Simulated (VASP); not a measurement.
# Ni (Im-3m) in VASP: further runs, part 3 of 3

VASP 6.6.1. Earlier steps stand in the parts before.

## Step 5: Single point, r2SCAN, collinear spin, ferromagnetic start (11.22 Å³/atom)

This run uses another cell than the first one, of 11.22 Å³/atom.

Contents of POSCAR:

```
Ni
1.0
   -1.4101633990      1.4101633990      1.4101633990
    1.4101633990     -1.4101633990      1.4101633990
    1.4101633990      1.4101633990     -1.4101633990
Ni
1
Direct
    0.0000000000      0.0000000000      0.0000000000
```

Contents of INCAR.step1:

```
SYSTEM = Ni
PREC = Accurate
ENCUT = 520
ISMEAR = 0
SIGMA = 0.1
LREAL = .False.
LASPH = .True.
NELM = 150
ISPIN = 2
MAGMOM = 0.76
LMAXMIX = 4
NBANDS = 15
GGA = PE
ALGO = Normal
EDIFF = 1E-4
LWAVE = .True.
LCHARG = .False.
```

Contents of INCAR.step2:

```
SYSTEM = Ni
PREC = Accurate
ENCUT = 520
EDIFF = 1E-7
ISMEAR = 0
SIGMA = 0.1
LREAL = .False.
LASPH = .True.
NELM = 150
ALGO = Normal
ISIF = 2
LWAVE = .False.
LCHARG = .True.
ISPIN = 2
MAGMOM = 0.76
LORBIT = 11
LMAXMIX = 4
METAGGA = R2SCAN
LMIXTAU = .True.
LELF = .True.
LVHAR = .True.
NBANDS = 15
ISTART = 1
```

Contents of KPOINTS:

```
regular mesh
0
Gamma
  22 22 22
  0 0 0
```

Started as:

```bash
> cat potpaw_PBE.64/Ni/POTCAR > POTCAR
> cp INCAR.step1 INCAR
> mpirun -np 1 vasp_std > vasp.out
> cp INCAR.step2 INCAR
> mpirun -np 1 vasp_std > vasp.out
```

Run time: 4.4 min. Hardware: 1 thread of Intel Xeon Platinum 8488C (Sapphire Rapids), shared host; peak memory 0.19 GiB.

The run converged. Its results:

```
Free energy                                           : -11.8129 eV
Pressure                                              : -10.4 GPa
Net moment                                            : 0.65 μB per cell
Site moments                                          : Ni +0.67 μB
Valence electrons inside the program's atomic spheres : Ni 9.30
```

Levels at points of the mesh, in eV from the Fermi level:
Spin up:
```
           k point  band 1  band 2  band 3  band 4  band 5  band 6  band 7  band 8  band 9  band 10
(0.00, 0.00, 0.00)   -9.01   -2.60   -2.60   -2.60   -1.13   -1.13   27.13   27.13   27.13    31.94
(0.50, 0.00, 0.00)   -4.77   -3.47   -1.24   -0.99   -0.46    0.29    6.36   19.59   20.46    23.96
(0.50, 0.50, 0.50)   -4.32   -4.32   -0.67   -0.67   -0.67   10.02   10.02   10.02   15.66    15.66
```
Spin down:
| k point | band 1 | band 2 | band 3 | band 4 | band 5 | band 6 | band 7 | band 8 | band 9 | band 10 |
| --- | --- | --- | --- | --- | --- | --- | --- | --- | --- | --- |
| (0.00, 0.00, 0.00) | -9.20 | -1.41 | -1.41 | -1.41 | -0.51 | -0.51 | 27.08 | 27.08 | 27.08 | 31.93 |
| (0.50, 0.00, 0.00) | -4.23 | -2.40 | -0.42 | -0.34 | 0.11 | 0.90 | 6.90 | 19.53 | 20.68 | 24.20 |
| (0.50, 0.50, 0.50) | -3.94 | -3.94 | 0.67 | 0.67 | 0.67 | 10.04 | 10.04 | 10.04 | 15.73 | 15.73 |

Caveat: the cell stands under tension; the PAW data sets were made with another functional, which shifts forces and pressure a little.

## Step 6: Single point, r2SCAN, collinear spin, ferromagnetic start (11.64 Å³/atom)

This run uses another cell than the first one, of 11.64 Å³/atom.

Contents of POSCAR:

```
Ni
1.0
   -1.4276827481      1.4276827481      1.4276827481
    1.4276827481     -1.4276827481      1.4276827481
    1.4276827481      1.4276827481     -1.4276827481
Ni
1
Direct
    0.0000000000      0.0000000000      0.0000000000
```

Contents of INCAR.step1:

```
PREC = Accurate
ENCUT = 520
ISMEAR = 0
SIGMA = 0.1
LREAL = False
LASPH = True
NELM = 150
ISPIN = 2
MAGMOM = 0.76
LMAXMIX = 4
NBANDS = 15
GGA = PE
ALGO = Normal
EDIFF = 1E-4
LWAVE = True
LCHARG = False
```

Contents of INCAR.step2:

```
PREC = Accurate
ENCUT = 520
EDIFF = 1E-6
ISMEAR = 0
SIGMA = 0.1
LREAL = False
LASPH = True
NELM = 150
ALGO = Normal
ISIF = 2
LWAVE = False
LCHARG = True
ISPIN = 2
MAGMOM = 0.76
LORBIT = 11
LMAXMIX = 4
METAGGA = R2SCAN
LMIXTAU = True
LELF = True
LVHAR = True
NBANDS = 15
ISTART = 1
```

Contents of KPOINTS:

```
Automatic mesh
0
Gamma
  22 22 22
```

Potentials or basis: VASP PAW PBE potentials, release 64 (Ni).

Started as:

```bash
> cat potpaw_PBE.64/Ni/POTCAR > POTCAR
> cp INCAR.step1 INCAR
> mpirun -np 1 vasp_std > vasp.out
> cp INCAR.step2 INCAR
> mpirun -np 1 vasp_std > vasp.out
```

It took 3.5 min on 1 thread of Intel Xeon Platinum 8488C (Sapphire Rapids), shared host; peak memory 0.19 GiB.

It converged, with:

* Free energy: -11.7781 eV
* Pressure: -15.6 GPa
* Net moment: 0.66 μB per cell
* Site moments: Ni +0.69 μB
* Valence electrons inside the program's atomic spheres: Ni 9.24

Levels at points of the mesh, in eV from the Fermi level:
Spin up:
| k point | band 3 | band 4 | band 5 | band 6 | band 7 | band 8 |
| --- | --- | --- | --- | --- | --- | --- |
| (0.00, 0.00, 0.00) | -2.54 | -2.54 | -1.13 | -1.13 | 26.72 | 26.72 |
| (0.50, 0.00, 0.00) | -1.24 | -1.00 | -0.52 | 0.33 | 6.07 | 19.24 |
| (0.50, 0.50, 0.50) | -0.72 | -0.72 | -0.72 | 9.78 | 9.78 | 9.78 |
Spin down:
```csv
k point,band 2,band 3,band 4,band 5,band 6,band 7,band 8,band 9
"(0.00, 0.00, 0.00)",-1.32,-1.32,-1.32,-0.50,-0.50,26.66,26.66,26.66
"(0.50, 0.00, 0.00)",-2.26,-0.40,-0.34,0.14,0.87,6.62,19.17,20.11
"(0.50, 0.50, 0.50)",-3.75,0.65,0.65,0.66,9.79,9.79,9.79,15.36
```

Caveat: the cell stands under tension; the PAW data sets were made with another functional, which shifts forces and pressure a little.

## Step 7: Overview

| cell | gap on the mesh (eV) | pressure (GPa) | moment (μB) |
| --- | --- | --- | --- |
| a = 2.395 Å, angles 109.5°, 1 atom | none | 0.5 | 0.62 |
| a = 2.397 Å, angles 109.5°, 1 atom | none | 0.0 | 0.62 |
| a = 2.419 Å, angles 109.5°, 1 atom | none | -5.3 | 0.64 |
| a = 2.442 Å, angles 109.5°, 1 atom | none | -10.4 | 0.65 |
| a = 2.473 Å, angles 109.5°, 1 atom | none | -15.6 | 0.66 |

Alike in all rows: task single point; level r2SCAN; potentials or basis VASP PAW PBE potentials, release 64 (Ni); spin collinear, ferromagnetic start; k mesh 22 × 22 × 22; cutoff (eV) 520; smearing gaussian 0.1 eV.

Caveats: the PAW data sets were made with another functional, which shifts forces and pressure a little; the cell stands under tension (at least some runs).

Total energies depend on the potentials used, so only differences within one code and one set of settings carry meaning.
